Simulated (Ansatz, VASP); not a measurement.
## BaTe: VASP beside Ansatz

INCAR

```
  PREC = Accurate
  ENCUT = 520
  EDIFF = 1E-7
  ISMEAR = 0
  SIGMA = 0.05
  LREAL = False
  LASPH = True
  NELM = 60
  ALGO = Normal
  ISIF = 2
  LWAVE = False
  LCHARG = True
  LELF = True
  LVHAR = True
  NBANDS = 15
```

File KPOINTS:

```
regular mesh
0
Gamma
  6 6 6
```

POSCAR

```
BaTe
1.0
    4.2624660000      0.0000000000      0.0000000000
    0.0000000000      4.2624660000      0.0000000000
    0.0000000000      0.0000000000      4.0493427000
Ba Te
1 1
Direct
    0.0000000000      0.0000000000      0.0000000000
    0.5000000000      0.5000000000      0.5000000000
```

Input for Ansatz:

```yaml
crystal:
  lattice:
    - [4.262466, 0.0, 0.0]
    - [0.0, 4.262466, 0.0]
    - [0.0, 0.0, 4.0493427]
  atoms:
    - { symbol: Ba, position: [0.0, 0.0, 0.0] }
    - { symbol: Te, position: [0.5, 0.5, 0.5] }
basis:
  ecutwfc: 420
kpoints:
  mp_grid: { grid: [6, 6, 6] }
hamiltonian:
  xc: lda
scf:
  occupations: { method: gaussian, width: 0.05 }
output:
  forces: true
  stress: true
  eigenvalues: true
```

Change from the starting cell: strain +0.000 along x and y, -0.050 along z, atoms carried along.

Alike in both runs: task single point; functional LDA; k mesh 6 × 6 × 6; occupations gaussian, width 0.05 eV; no spin polarisation.

|  | VASP | Ansatz |
| --- | --- | --- |
| version | VASP 6.6.1 | Ansatz 0.2.0 |
| potentials or method | VASP PAW LDA potentials, release 64 (Ba_sv, Te), cutoff 520 eV | scalar-relativistic, plane waves, PAW |
| valence electrons in the cell | 16 | 26 |

Ansatz gave:

```
gap on the k mesh at the Fermi level (eV)                     : 0.33
least direct gap on the mesh (eV)                             : 0.46
pressure (GPa)                                                : -1.9
traceless stress, the component that is largest in VASP (GPa) : 2.60
```

Task: What did VASP give for the same quantities?

Result: gap on the k mesh at the Fermi level (eV): 0.21; least direct gap on the mesh (eV): 0.35; pressure (GPa): -1.3; traceless stress, the component that is largest in VASP (GPa): 2.60.

LDA's correlation is that of Perdew and Zunger in VASP and of Perdew and Wang (1992) in Ansatz. VASP's potentials hold 16 valence electrons a cell and Ansatz's 26, so a difference there can come from the potentials and not from the codes.

Spin-orbit coupling is off throughout.
